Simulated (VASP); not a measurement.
A run of VASP 6.6.1:

The input INCAR:

```
PREC = Accurate
ENCUT = 520
EDIFF = 1E-6
ISMEAR = -1
SIGMA = 0.05
LREAL = Auto
LASPH = True
NELM = 100
ALGO = Normal
ISIF = 2
LWAVE = False
LCHARG = True
GGA = PE
LELF = True
LVHAR = True
NBANDS = 98
```

KPOINTS

```
regular mesh
0
Gamma
  1 1 1
```

The input POSCAR:

```
H2CO2
1.0
    7.6834750000      0.0000000000      0.0000000000
    0.0000000000      7.6834750000      0.0000000000
    0.0000000000      0.0000000000      7.6834750000
O C H
16 8 16
Direct
    0.4866417864      0.4119360055      0.6015247007
    0.4294280908      0.6984339768      0.5638073918
    0.3653685344      0.9076492082      0.3093782436
    0.6226089107      0.8181454355      0.2092282463
    0.8745522046      0.1064101855      0.6688119633
    0.6170254995      0.0926924341      0.5354868728
    0.3586398082      0.2889838257      0.2015103843
    0.5625579572      0.4777135346      0.2826065029
    0.9653574717      0.7781505113      0.9553489795
    1.2564887632      0.8228958902      0.9829927214
   -0.0482594139      0.8832592024      0.3079075548
   -0.0328887645      0.7148978815      0.5482285034
    0.8932026199      0.1930116256      0.1951200466
    1.0675768451      0.2990573927      0.4044393975
    0.6699312486      0.2878775554      0.9743638132
    0.8663918344      0.4802514487      0.8817624838
    0.3951597422      0.5695209524      0.6427169998
    0.4963639499      0.9115797214      0.1950289420
    0.7036529695      0.0662330521      0.6598967264
    0.4290897023      0.4484429246      0.1989854851
    1.1085218602      0.8664959540      1.0054825453
    0.0405936116      0.8196291392      0.4513582721
    0.9784374908      0.3213129476      0.2841943261
    0.7139868354      0.4498875834      0.9274058938
    0.5747399451      0.4496142696      0.5119298234
    0.2844806549      0.5505711934      0.7503115452
    0.3947172341      0.7923628306      0.4008342579
    0.4938911105      1.0258899782      0.1075555006
    0.9068292667      0.1725521330      0.5626100170
    0.7006725473     -0.0150973355      0.7647711485
    0.4270203261      0.2256400912      0.2944761322
    0.3341066379      0.5247755736      0.1212211922
    0.9896693879      0.6968721835      0.8676803139
    1.0862402754      0.9904632995      1.0597548635
   -0.1670728414      0.8249782813      0.2472188691
    0.1507521011      0.8931375452      0.4982641318
    0.9135710079      0.0808358197      0.2617956068
    0.9429847823      0.4504992858      0.2406723520
    0.7649663726      0.2167899290      1.0165582630
    0.6112208343      0.5368924868      0.9496224039
```

Potentials or basis: VASP PAW PBE potentials, release 64 (O, C, H).

Command:

```bash
$ cat potpaw_PBE.64/O/POTCAR potpaw_PBE.64/C/POTCAR potpaw_PBE.64/H/POTCAR > POTCAR
$ mpirun -np 1 vasp_gam > vasp.out
```

Hardware: 1 thread of AMD EPYC 9R14 (Zen 4), on a shared host.

Task: How long does it take, and how much memory?

Result: Wall time 58 s on 1 thread of AMD EPYC 9R14 (Zen 4) (shared host), peak memory 0.44 GiB. Counts: scf iterations 17, k points 1.
